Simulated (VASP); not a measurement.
A run of VASP 6.6.1:

INCAR

```
PREC     = Accurate       # precision mode
ENCUT    = 520            # plane-wave cutoff, eV
EDIFF    = 1E-6           # SCF threshold, eV
ISMEAR   = 0              # smearing method
SIGMA    = 0.15           # smearing width, eV
LREAL    = F              # projectors in reciprocal space
LASPH    = T              # aspherical terms in the spheres
NELM     = 80             # most SCF steps
ALGO     = Fast           # electronic algorithm
ISIF     = 2              # what is computed and relaxed
LWAVE    = F              # write WAVECAR
LCHARG   = F              # write CHGCAR
NBANDS   = 38             # bands
```

File KPOINTS:

```
Automatic mesh
0
Gamma
  18 18 6
```

Contents of POSCAR:

```
Rh
1.0
    2.5775000000      0.0000000000      0.0000000000
   -1.2887500000      2.2321804783      0.0000000000
    0.0000000000      0.0000000000      8.2046000000
Rh
4
Direct
    0.0000000000      0.0000000000      0.0000000000
    0.3333333333      0.6666666667      0.2500000000
    0.0000000000      0.0000000000      0.5000000000
    0.6666666667      0.3333333333      0.7500000000
```

Potentials or basis: VASP PAW LDA potentials, release 64 (Rh_pv).

Command:

```sh
$ cat potpaw_LDA.64/Rh_pv/POTCAR > POTCAR
$ mpirun -np 1 vasp_std > vasp.out
```

Hardware: 1 thread of Intel Xeon 8259CL, with other jobs on the host.

Task: Estimate the wall time of this run.

Result: Run time: 3.6 min on 1 thread of Intel Xeon 8259CL (shared host), peak memory 0.28 GiB. Counts: scf iterations 14, k points 148.
